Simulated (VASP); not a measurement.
Runs of VASP 6.6.1 on In2S. The structure is that of space group P6/mmm (No. 191), or close to it. The cells are those of the table. 

| cell | k mesh | gap on the mesh (eV) |
| --- | --- | --- |
| a = 5.398, b = 5.398, c = 23.800 Å, angles 90.0, 90.0, 120.0°, 3 atoms | 12 × 12 × 1 | none |
| a = 6.623, b = 6.623, c = 14.000 Å, angles 90.0, 90.0, 120.0°, 3 atoms | 3 × 3 × 1 | (a) |
| a = 5.385, b = 5.385, c = 23.800 Å, angles 90.0, 90.0, 120.0°, 3 atoms | 12 × 12 × 1 | none |
| a = 5.508, b = 5.508, c = 23.800 Å, angles 90.0, 90.0, 120.0°, 3 atoms | 3 × 3 × 1 | 0.59 |

Alike in all rows: task single point; level PBE; potentials or basis VASP PAW PBE potentials, release 64 (In_d, S); no spin polarisation; cutoff (eV) 520; smearing gaussian 0.1 eV.

Estimate the missing entries.

(a) 0.38.

Caveats: some runs use coarse meshes; spin-orbit coupling is left out, which moves the levels of the heavy elements.

A k mesh can miss the band edges, and the runs leave out spin-orbit coupling on In.

A gap of «none» marks levels without a gap at the run's occupations.
